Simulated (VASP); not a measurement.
VSi26C27 (a cell with a defect), 54 atoms in the cell. The cell holds a defect, 54 atoms: a = 9.236 Å, b = 9.236 Å, c = 9.236 Å, α = 60.00°, β = 60.00°, γ = 60.00°. 

| Item | Value |
| --- | --- |
| Program | VASP 6.6.1 |
| Task | electric field gradients |
| Functional | PBE |
| Potentials or basis | VASP PAW PBE potentials, release 64 (V_sv, Si, C) |
| Cutoff | 520 eV |
| k mesh | 3 × 3 × 3, shifted |
| Occupations | fermi-dirac, width 0.01 eV |
| Spin | no spin polarisation |
| Dipole correction | no |
| Charge | 1 |
| Further INCAR settings | LREAL = Auto; ALGO = Normal; EDIFF = 1e-08; NBANDS = 146; ISYM = 0; NELECT = 224.0 |

Potentials or basis: VASP PAW PBE potentials, release 64 (V_sv, Si, C).

Launch:

```bash
$ cat potpaw_PBE.64/V_sv/POTCAR potpaw_PBE.64/Si/POTCAR potpaw_PBE.64/C/POTCAR > POTCAR
$ mpirun -np 1 vasp_std > vasp.out
```

Hardware: 1 × NVIDIA H100 80GB with 1 thread of AMD EPYC 7R13 Processor (Zen 3), on a shared host.

Problem. Estimate the wall time of this run.

Solution. Wall time 18 min on 1 × NVIDIA H100 80GB with 1 thread of AMD EPYC 7R13 Processor (Zen 3), with other jobs on the host, peak memory 3.4 GiB. Counts: scf iterations 25, k points 56.
